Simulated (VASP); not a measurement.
# Al8N7 (a cell with a defect) in VASP: further runs

Al8N7 (a cell with a defect) is run at these levels: PBE; tasks: single point.

All numbers are computed with VASP 6.6.1; they aren't measurements. Logs are shortened: lines on timing, memory, paths and dates and some standing lists are left out, and cuts for length are marked.

## (1) The cell of the first run

The cell holds a defect, 15 atoms: a = 6.227 Å, b = 6.227 Å, c = 6.227 Å, α = 60.00°, β = 60.00°, γ = 60.00°.

## (2) Single point, PBE, collinear spin

Contents of INCAR:

```
PREC = Accurate ; ENCUT = 520
EDIFF = 1E-6 ; ISMEAR = 0
SIGMA = 0.01 ; LREAL = Auto
LASPH = True ; NELM = 150
ALGO = Normal ; ISIF = 2
LWAVE = False ; LCHARG = False
ISPIN = 2 ; MAGMOM = 0.25 0 0 0 0.25 0.25 0.25 0 0 0 0 0 0 0 0
LORBIT = 11 ; GGA = PE
NBANDS = 46
```

Contents of KPOINTS:

```
Automatic mesh
0
Gamma
  1 1 1
```

Contents of POSCAR:

```
Al8N7
1.0
    0.0000000000      4.4031742003     -4.4031742003
    4.4031742003      4.4031742003      0.0000000000
    4.4031742003      0.0000000000     -4.4031742003
Al N
8 7
Direct
   -0.0118119282     -0.0118119282      0.5354357846
    0.0054075827      0.4981974724      0.4981974724
    0.4981974724      0.0054075827      0.4981974724
    0.4981974724      0.4981974724      0.4981974724
   -0.0118119282     -0.0118119282      0.9881880718
   -0.0118119282      0.5354357846      0.9881880718
    0.5354357846     -0.0118119282      0.9881880718
    0.4981974724      0.4981974724      1.0054075827
    0.1278538553      0.6221461447      0.1278538553
    0.6221461447      0.1278538553      0.1278538553
    0.6221461447      0.6221461447      0.1278538553
    0.1278538553      0.1278538553      0.6221461447
    0.1278538553      0.6221461447      0.6221461447
    0.6221461447      0.1278538553      0.6221461447
    0.6250000000      0.6250000000      0.6250000000
```

Potentials or basis: VASP PAW PBE potentials, release 64 (Al, N).

On the command line:

```sh
> cat potpaw_PBE.64/Al/POTCAR potpaw_PBE.64/N/POTCAR > POTCAR
> mpirun -np 1 vasp_gam > vasp.out
```

OUTCAR:

```text
PREC = Accurate
   ENCUT = 520
   EDIFF = 1E-6
   ISMEAR = 0
   LREAL = Auto
   LASPH = True
   NELM = 150
   ISIF = 2
   ISPIN = 2
   LORBIT = 11
   GGA = PE

 ion  position               nearest neighbor table
   1  0.988  0.988  0.535-  12 1.87  13 1.87  14 1.87   5 2.82   6 2.82   7 2.82   3 3.12   2 3.12
                             4 3.12   4 3.12   2 3.12   3 3.12
   2  0.005  0.498  0.498-  12 1.88   9 1.88  13 1.88  15 1.93   4 3.07   8 3.07   3 3.07   6 3.12
                             1 3.12   5 3.12   5 3.12   6 3.12   1 3.12   3 3.16   8 3.16   4 3.16
   3  0.498  0.005  0.498-  10 1.88  12 1.88  14 1.88  15 1.93   4 3.07   8 3.07   2 3.07   7 3.12
                             1 3.12   5 3.12   5 3.12   7 3.12   1 3.12   4 3.16   2 3.16   8 3.16
   4  0.498  0.498  0.498-  11 1.88  13 1.88  14 1.88  15 1.93   3 3.07   8 3.07   2 3.07   6 3.12
                             7 3.12   1 3.12   7 3.12   1 3.12   6 3.12   3 3.16   8 3.16   2 3.16
   5  0.988  0.988  0.988-   9 1.87  10 1.87  12 1.87   1 2.82   6 2.82   7 2.82   3 3.12   8 3.12
                             2 3.12   8 3.12   2 3.12   3 3.12
   6  0.988  0.535  0.988-   9 1.87  11 1.87  13 1.87   1 2.82   5 2.82   7 2.82   8 3.12   2 3.12
                             4 3.12   4 3.12   8 3.12   2 3.12
   7  0.535  0.988  0.988-  10 1.87  11 1.87  14 1.87   1 2.82   5 2.82   6 2.82   8 3.12   3 3.12
                             4 3.12   4 3.12   8 3.12   3 3.12
   8  0.498  0.498  0.005-  10 1.88   9 1.88  11 1.88  15 1.93   3 3.07   4 3.07   2 3.07   7 3.12
                             6 3.12   5 3.12   5 3.12   6 3.12   7 3.12   2 3.16   4 3.16   3 3.16
   9  0.128  0.622  0.128-   6 1.87   5 1.87   2 1.88   8 1.88
  10  0.622  0.128  0.128-   7 1.87   5 1.87   8 1.88   3 1.88
  11  0.622  0.622  0.128-   7 1.87   6 1.87   4 1.88   8 1.88
  12  0.128  0.128  0.622-   1 1.87   5 1.87   2 1.88   3 1.88
  13  0.128  0.622  0.622-   1 1.87   6 1.87   4 1.88   2 1.88
  14  0.622  0.128  0.622-   1 1.87   7 1.87   4 1.88   3 1.88
  15  0.625  0.625  0.625-   2 1.93   3 1.93   8 1.93   4 1.93

  LATTYP: Found a face centered cubic cell.
 ALAT       =     8.8063484006

  Lattice vectors:

 A1 = (   0.0000000000,   4.4031742003,  -4.4031742003)
 A2 = (   4.4031742003,   4.4031742003,   0.0000000000)
 A3 = (   4.4031742003,   0.0000000000,  -4.4031742003)

Analysis of symmetry for initial positions (statically):
=====================================================================
 Subroutine PRICEL returns:
 Original cell was already a primitive cell.

 Routine SETGRP: Setting up the symmetry group for a
 face centered cubic supercell.

 Subroutine GETGRP returns: Found 24 space group operations
 (whereof  6 operations were pure point group operations)
 out of a pool of 48 trial point group operations.

The static configuration has the point symmetry C_3v.
 The point group associated with its full space group is T_d .

Analysis of symmetry for dynamics (positions and initial velocities):
=====================================================================
 Subroutine PRICEL returns:
 Original cell was already a primitive cell.

 Routine SETGRP: Setting up the symmetry group for a
 face centered cubic supercell.

 Subroutine GETGRP returns: Found 24 space group operations
 (whereof  6 operations were pure point group operations)
 out of a pool of 48 trial point group operations.

The dynamic configuration has the point symmetry C_3v.
 The point group associated with its full space group is T_d .

Analysis of structural, dynamic, and magnetic symmetry:
=====================================================================
 Subroutine PRICEL returns:
 Original cell was already a primitive cell.

 Routine SETGRP: Setting up the symmetry group for a
 face centered cubic supercell.

 Subroutine GETGRP returns: Found 24 space group operations
 (whereof  6 operations were pure point group operations)
 out of a pool of 48 trial point group operations.

The overall configuration has the point symmetry C_3v.
 The point group associated with its full space group is T_d .

 Subroutine INISYM returns: Found 24 space group operations
 (whereof  6 operations are pure point group operations),
 and found     1 'primitive' translations

----------------------------------------------------------------------------------------

                                     Primitive cell

  volume of cell :     170.7370

  direct lattice vectors                    reciprocal lattice vectors
     0.000000000  4.403174200 -4.403174200    -0.113554444  0.113554444 -0.113554444
     4.403174200  4.403174200  0.000000000     0.113554444  0.113554444  0.113554444
[... 106 lines left out ...]
     AMIX     =   0.40;   BMIX     =  1.00
     AMIX_MAG =   1.60;   BMIX_MAG =  1.00
  volume/ion in A,a.u.               =      11.38        76.81
  Fermi-wavevector in a.u.,A,eV,Ry     =   1.148814  2.170943 17.956603  1.319773
  Thomas-Fermi vector in A             =   2.285487
   LORBIT       =     11    0 simple, 1 ext, 2 COOP (PROOUT), +10 PAW based schemes
   GGA     = PE    functional components
   LHFCALC =     F    Hartree Fock is set to
   AEXX    =    0.0000 exact exchange contribution
   IVDW    =     0    specifies the selected vdW correction
   LEPSILON=     F    determine dielectric tensor
   LRPA    =     F    only Hartree local field effects (RPA)
 spin polarized calculation
 Gauss-broadening in eV      SIGMA  =   0.01
  energy-cutoff  :      520.00
  volume of cell :      170.74
 maximum number of plane-waves:      2323
 NGX is ok and might be reduce to    48
   NGX = 23   NGY = 23   NGZ = 23

 number of electron      59.0000001 magnetization       1.0000000

 Free energy of the ion-electron system (eV)
  ---------------------------------------------------
  ext. energy  EPLUGINS =         0.00000000
  ---------------------------------------------------
  free energy    TOTEN  =       -99.81049248 eV

  energy without entropy =      -99.81049248  energy(sigma->0) =      -99.81049248

 E-fermi :   7.3581     XC(G=0): -10.5252

 val. band max:        7.2909424411   @ k =   0.0000   0.0000   0.0000
 cond. band min:       8.7788719062   @ k =   0.0000   0.0000   0.0000
 fundamental gap:      1.4879294651
 Fermi energy:         7.3580718679

 spin component 1

 k-point     1 :       0.0000    0.0000    0.0000
  band No.  band energies     occupation
      1      -9.1576      1.00000
      2      -7.4013      1.00000
      3      -7.4013      1.00000
      4      -7.4013      1.00000
      5      -6.7629      1.00000
      6      -6.7629      1.00000
[... 33 lines left out ...]
     40      13.8549      0.00000
     41      14.1389      0.00000
 Fermi energy:         7.3580718679

 spin component 2

 k-point     1 :       0.0000    0.0000    0.0000
  band No.  band energies     occupation
      1      -9.0800      1.00000
      2      -7.3599      1.00000
      3      -7.3599      1.00000
      4      -7.3599      1.00000
      5      -6.7327      1.00000
      6      -6.7327      1.00000
[... 33 lines left out ...]
     40      14.1987      0.00000
     41      14.1987      0.00000
 [bands above 41 left out]

------------------------ aborting loop because EDIFF is reached ----------------------------------------

  FORCE on cell =-STRESS in cart. coord.  units (eV):
  Direction    XX          YY          ZZ          XY          YZ          ZX
  --------------------------------------------------------------------------------------
  -------------------------------------------------------------------------------------
  Total        6.4880130      6.4880130      6.4880130     -0.0000000      0.0000000      0.0000000
  in kB       60.8828107     60.8828107     60.8828107     -0.0000000      0.0000000      0.0000000
  external PRESSURE =      60.8828107 kB  Pullay stress =       0.0000000 kB

 VOLUME and BASIS-vectors are now :
 -----------------------------------------------------------------------------
  energy-cutoff  :      520.00
  volume of cell :      170.74
      direct lattice vectors                 reciprocal lattice vectors
     0.000000000  4.403174200 -4.403174200    -0.113554444  0.113554444 -0.113554444
     4.403174200  4.403174200  0.000000000     0.113554444  0.113554444  0.113554444
     4.403174200  0.000000000 -4.403174200     0.113554444 -0.113554444 -0.113554444

 POSITION                                       TOTAL-FORCE (eV/Angst)
 -----------------------------------------------------------------------------------
      6.70878      8.70233     -6.70878         0.013930     -0.013930     -0.013930
      4.38730      2.21746     -2.21746        -0.007936      0.007936     -0.007936
      2.21746      2.21746     -4.38730         0.007936      0.007936      0.007936
      4.38730      4.38730     -4.38730        -0.007936     -0.007936      0.007936
      8.70233      8.70233     -8.70233        -0.013930     -0.013930      0.013930
      6.70878      6.70878     -8.70233         0.013930      0.013930      0.013930
      8.70233      6.70878     -6.70878        -0.013930      0.013930     -0.013930
      2.21746      4.38730     -2.21746         0.007936     -0.007936     -0.007936
      3.30238      3.30238     -1.12593         0.000000      0.000000     -0.002281
      1.12593      3.30238     -3.30238         0.002281      0.000000     -0.000000
      3.30238      5.47884     -3.30238         0.000000     -0.002281     -0.000000
      3.30238      1.12593     -3.30238         0.000000      0.002281     -0.000000
      5.47884      3.30238     -3.30238        -0.002281      0.000000     -0.000000
      3.30238      3.30238     -5.47884         0.000000      0.000000      0.002281
      5.50397      5.50397     -5.50397         0.000000      0.000000     -0.000000
 -----------------------------------------------------------------------------------
    total drift:                               -0.000000     -0.000000      0.000000

  FREE ENERGIE OF THE ION-ELECTRON SYSTEM (eV)
  ---------------------------------------------------
  free  energy   TOTEN  =       -99.8104924779 eV

  energy  without entropy=      -99.8104924779  energy(sigma->0) =      -99.81049248

 total charge

# of ion       s       p       d       tot
------------------------------------------
    1        0.364   0.435   0.000   0.799
    2        0.319   0.450   0.000   0.769
    3        0.319   0.450   0.000   0.769
    4        0.319   0.450   0.000   0.769
    5        0.364   0.435   0.000   0.799
    6        0.364   0.435   0.000   0.799
    7        0.364   0.435   0.000   0.799
    8        0.319   0.450   0.000   0.769
    9        1.199   2.710   0.000   3.909
   10        1.199   2.710   0.000   3.909
   11        1.199   2.710   0.000   3.909
   12        1.199   2.710   0.000   3.909
   13        1.199   2.710   0.000   3.909
   14        1.199   2.710   0.000   3.909
   15        1.154   2.719   0.000   3.873
--------------------------------------------------
tot         11.081  22.519   0.000  33.600

 magnetization (x)

# of ion       s       p       d       tot
------------------------------------------
    1        0.008   0.012   0.000   0.020
    2        0.003   0.010   0.000   0.012
    3        0.003   0.010   0.000   0.012
    4        0.003   0.010   0.000   0.012
    5        0.008   0.012   0.000   0.020
    6        0.008   0.012   0.000   0.020
    7        0.008   0.012   0.000   0.020
    8        0.003   0.010   0.000   0.012
    9        0.018  -0.003   0.000   0.015
   10        0.018  -0.003   0.000   0.015
   11        0.018  -0.003   0.000   0.015
   12        0.018  -0.003   0.000   0.015
   13        0.018  -0.003   0.000   0.015
   14        0.018  -0.003   0.000   0.015
   15        0.001  -0.001   0.000  -0.001
--------------------------------------------------
tot          0.150   0.067   0.000   0.217
```

Wall time 39 s (1 thread of AMD EPYC 7R43 (Zen 3), shared host); peak memory 0.33 GiB.

Results:

```
Free energy                                           : -99.8105 eV
Pressure                                              : 6.1 GPa
Largest force                                         : 0.024 eV/Å
Band gap on the k mesh                                : 1.49 eV
Net moment                                            : 1.00 μB per cell
Valence electrons inside the program's atomic spheres : Al 0.80, 0.77; N 3.91, 3.87
```

Forces in eV/Å, atoms in the order of the input:
```
Al   0.014 -0.014 -0.014
Al  -0.008  0.008 -0.008
Al   0.008  0.008  0.008
Al  -0.008 -0.008  0.008
Al  -0.014 -0.014  0.014
Al   0.014  0.014  0.014
Al  -0.014  0.014 -0.014
Al   0.008 -0.008 -0.008
N    0.000  0.000 -0.002
N    0.002  0.000  0.000
N    0.000 -0.002  0.000
N    0.000  0.002  0.000
N   -0.002  0.000  0.000
N    0.000  0.000  0.002
N    0.000  0.000  0.000
```

Caveat: the k points lie up to 1.24 Å⁻¹ apart.

## (3) Single point, PBE, collinear spin

Contents of INCAR:

```
PREC = Accurate
ENCUT = 520
EDIFF = 1E-7
ISMEAR = 0
SIGMA = 0.01
LREAL = Auto
LASPH = True
NELM = 150
ALGO = Normal
ISIF = 2
LWAVE = False
LCHARG = False
ISPIN = 2
MAGMOM = 0.25 0 0 0 0.25 0.25 0.25 0 0 0 0 0 0 0 0
LORBIT = 11
GGA = PE
NELECT = 57.0
NBANDS = 46
```

Contents of KPOINTS:

```
regular mesh
0
Gamma
  1 1 1
```

Contents of POSCAR:

```
Al8N7
1.0
    0.0000000000      4.4031742003     -4.4031742003
    4.4031742003      4.4031742003      0.0000000000
    4.4031742003      0.0000000000     -4.4031742003
Al N
8 7
Direct
   -0.0034658484     -0.0034658484      0.5103975452
    0.0025514937      0.4991495021      0.4991495021
    0.4991495021      0.0025514937      0.4991495021
    0.4991495021      0.4991495021      0.4991495021
   -0.0034658484     -0.0034658484      0.9965341516
   -0.0034658484      0.5103975452      0.9965341516
    0.5103975452     -0.0034658484      0.9965341516
    0.4991495021      0.4991495021      1.0025514937
    0.1256203362      0.6243796638      0.1256203362
    0.6243796638      0.1256203362      0.1256203362
    0.6243796638      0.6243796638      0.1256203362
    0.1256203362      0.1256203362      0.6243796638
    0.1256203362      0.6243796638      0.6243796638
    0.6243796638      0.1256203362      0.6243796638
    0.6250000000      0.6250000000      0.6250000000
```

Potentials or basis: VASP PAW PBE potentials, release 64 (Al, N).

On the command line:

```sh
> cat potpaw_PBE.64/Al/POTCAR potpaw_PBE.64/N/POTCAR > POTCAR
> mpirun -np 1 vasp_gam > vasp.out
```

OUTCAR:

```text
PREC = Accurate
   ENCUT = 520
   EDIFF = 1E-7
   ISMEAR = 0
   LREAL = Auto
   LASPH = True
   NELM = 150
   ISIF = 2
   ISPIN = 2
   LORBIT = 11
   GGA = PE
   NELECT = 57.0

 ion  position               nearest neighbor table
   1  0.997  0.997  0.510-  12 1.89  13 1.89  14 1.89   5 3.03   6 3.03   7 3.03   4 3.11   3 3.11
                             3 3.11   4 3.11   2 3.11   2 3.11   7 3.20   6 3.20   5 3.20
   2  0.003  0.499  0.499-  13 1.90   9 1.90  12 1.90  15 1.92   4 3.09   8 3.09   3 3.09   6 3.11
                             5 3.11   6 3.11   5 3.11   1 3.11   1 3.11   3 3.13   8 3.13   4 3.13
   3  0.499  0.003  0.499-  14 1.90  12 1.90  10 1.90  15 1.92   4 3.09   8 3.09   2 3.09   7 3.11
                             1 3.11   7 3.11   1 3.11   5 3.11   5 3.11   4 3.13   2 3.13   8 3.13
   4  0.499  0.499  0.499-  11 1.90  13 1.90  14 1.90  15 1.92   3 3.09   8 3.09   2 3.09   7 3.11
                             1 3.11   7 3.11   1 3.11   6 3.11   6 3.11   3 3.13   8 3.13   2 3.13
   5  0.997  0.997  0.997-   9 1.89  10 1.89  12 1.89   1 3.03   6 3.03   7 3.03   8 3.11   2 3.11
                             8 3.11   2 3.11   3 3.11   3 3.11   1 3.20   6 3.20   7 3.20
   6  0.997  0.510  0.997-   9 1.89  11 1.89  13 1.89   1 3.03   5 3.03   7 3.03   8 3.11   2 3.11
                             2 3.11   8 3.11   4 3.11   4 3.11   7 3.20   1 3.20   5 3.20
   7  0.510  0.997  0.997-  10 1.89  11 1.89  14 1.89   1 3.03   5 3.03   6 3.03   4 3.11   4 3.11
                             3 3.11   3 3.11   8 3.11   8 3.11   6 3.20   1 3.20   5 3.20
   8  0.499  0.499  0.003-  11 1.90   9 1.90  10 1.90  15 1.92   3 3.09   4 3.09   2 3.09   6 3.11
                             5 3.11   5 3.11   6 3.11   7 3.11   7 3.11   2 3.13   4 3.13   3 3.13
   9  0.126  0.624  0.126-   6 1.89   5 1.89   2 1.90   8 1.90
[... 343 lines left out ...]
      3.30238      3.30238     -5.49850         0.000000     -0.000000      0.008763
      5.50397      5.50397     -5.50397         0.000000     -0.000000      0.000000
 -----------------------------------------------------------------------------------
    total drift:                                0.000001      0.000001     -0.000001

  FREE ENERGIE OF THE ION-ELECTRON SYSTEM (eV)
  ---------------------------------------------------
  free  energy   TOTEN  =      -113.4260106335 eV

  energy  without entropy=     -113.4182975175  energy(sigma->0) =     -113.42215408

 total charge

# of ion       s       p       d       tot
------------------------------------------
    1        0.354   0.392   0.000   0.746
    2        0.315   0.422   0.000   0.737
    3        0.315   0.422   0.000   0.737
    4        0.315   0.422   0.000   0.737
    5        0.354   0.392   0.000   0.746
    6        0.354   0.392   0.000   0.746
    7        0.354   0.392   0.000   0.746
    8        0.315   0.422   0.000   0.737
    9        1.183   2.663   0.000   3.846
   10        1.183   2.663   0.000   3.846
   11        1.183   2.663   0.000   3.846
   12        1.183   2.663   0.000   3.846
   13        1.183   2.663   0.000   3.846
   14        1.183   2.663   0.000   3.846
   15        1.177   2.640   0.000   3.818
--------------------------------------------------
tot         10.955  21.872   0.000  32.827

 magnetization (x)

# of ion       s       p       d       tot
------------------------------------------
    1       -0.001  -0.000   0.000  -0.001
    2       -0.002   0.003   0.000   0.001
    3       -0.002   0.003   0.000   0.001
    4       -0.002   0.003   0.000   0.001
    5       -0.001  -0.000   0.000  -0.001
    6       -0.001  -0.000   0.000  -0.001
    7       -0.001  -0.000   0.000  -0.001
    8       -0.002   0.003   0.000   0.001
    9        0.002   0.073   0.000   0.075
   10        0.002   0.073   0.000   0.075
   11        0.002   0.073   0.000   0.075
   12        0.002   0.073   0.000   0.075
   13        0.002   0.073   0.000   0.075
   14        0.002   0.073   0.000   0.075
   15        0.007   0.235   0.000   0.243
--------------------------------------------------
tot          0.010   0.682   0.000   0.692
```

stdout:

```text
POSCAR found type information on POSCAR AlN
 POSCAR found :  2 types and      15 ions
 scaLAPACK will be used
 LDA part: xc-table for (Slater+PW92), standard interpolation
 POSCAR, INCAR and KPOINTS ok, starting setup
 FFT: planning ... GRIDC
 FFT: planning ... GRID_SOFT
 FFT: planning ... GRID
 WAVECAR not read
 entering main loop
 the old and the new charge density differ
 old charge density:    59.00000 new   57.00000
    0.247E+01
```

It took 44 s on 1 thread of AMD EPYC 7R43 (Zen 3), shared host; peak memory 0.33 GiB.

Results:

```
Free energy                                           : -113.4260 eV
Largest force                                         : 0.015 eV/Å
Net moment                                            : 1.00 μB per cell
Site moments                                          : Al -0.00, +0.00; N +0.07, +0.24 μB
Valence electrons inside the program's atomic spheres : Al 0.75, 0.74; N 3.85, 3.82
```

Forces on the atoms (eV/Å):
```
Al   0.009 -0.009 -0.009
Al  -0.002  0.002 -0.002
Al   0.002  0.002  0.002
Al  -0.002 -0.002  0.002
Al  -0.009 -0.009  0.009
Al   0.009  0.009  0.009
Al  -0.009  0.009 -0.009
Al   0.002 -0.002 -0.002
N    0.000  0.000 -0.009
N    0.009  0.000  0.000
N    0.000 -0.009  0.000
N    0.000  0.009  0.000
N   -0.009  0.000  0.000
N    0.000  0.000  0.009
N    0.000  0.000  0.000
```

Caveat: the k points lie up to 1.24 Å⁻¹ apart; the cell carries a net charge on a neutralising background, which shifts energy and pressure; the cell is charged against a uniform background, so pressure and absolute levels hang on convention.
